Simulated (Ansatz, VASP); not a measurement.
# One calculation of Te, two programs

```xyz
1
Lattice="3.1280 0.0000 0.0000 -1.5640 2.7089 0.0000 0.0000 0.0000 2.9382" Properties=species:S:1:pos:R:3 pbc="T T T"
Te    0.0000    0.0000    0.0000
```

Change from the starting cell: volume scaled by 0.8, LAPW.

Alike in both runs: task single point; functional PBE; k mesh 15 × 15 × 13; occupations fermi-dirac, width 0.1 eV; no spin polarisation.

|  | VASP | Ansatz |
| --- | --- | --- |
| version | VASP 6.6.1 | Ansatz 0.2.0 |
| potentials or method | VASP PAW PBE potentials, release 64 (Te), cutoff 520 eV | all-electron LAPW, scalar-relativistic |

```csv
,VASP,Ansatz,Ansatz less VASP
pressure (GPa),19.0,19.1,+0.02
```

Ansatz ran all-electron here, and VASP with PAW potentials.

Spin-orbit coupling is off throughout.
